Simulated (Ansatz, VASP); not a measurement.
**Two plane-wave programs on MgO**

```
Mg O
1.0
     3.46300    0.00000    0.00000
    -1.73150    2.99904    0.00000
     0.00000    0.00000    4.10296
Mg O
2 2
Cartesian
  1.7315 0.9997 3.0772
  0.0000 1.9994 1.0257
  1.7315 0.9997 1.0257
  0.0000 1.9994 3.0772
```

Alike in both runs: task single point; functional PBE; k mesh 9 × 9 × 6; occupations gaussian, width 0.05 eV; no spin polarisation.

|  | VASP | Ansatz |
| --- | --- | --- |
| version | VASP 6.6.1 | Ansatz 0.2.0 |
| potentials or method | VASP PAW PBE potentials, release 64 (Mg, O), cutoff 520 eV | scalar-relativistic, plane waves, PAW |
| valence electrons in the cell | 16 | 32 |

|  | VASP | Ansatz | Ansatz less VASP |
| --- | --- | --- | --- |
| gap on the k mesh at the Fermi level (eV) | 3.61 | 3.63 | +0.021 |
| least direct gap on the mesh (eV) | 3.61 | 3.63 | +0.021 |
| pressure (GPa) | 9.0 | 9.5 | +0.59 |
| traceless stress, the component that is largest in VASP (GPa) | 2.64 | 2.75 | +0.111 |

The functional is the same, so the differences come from potentials, cutoffs and numerics. VASP's potentials hold 16 valence electrons a cell and Ansatz's 32, so a difference there can come from the potentials and not from the codes.
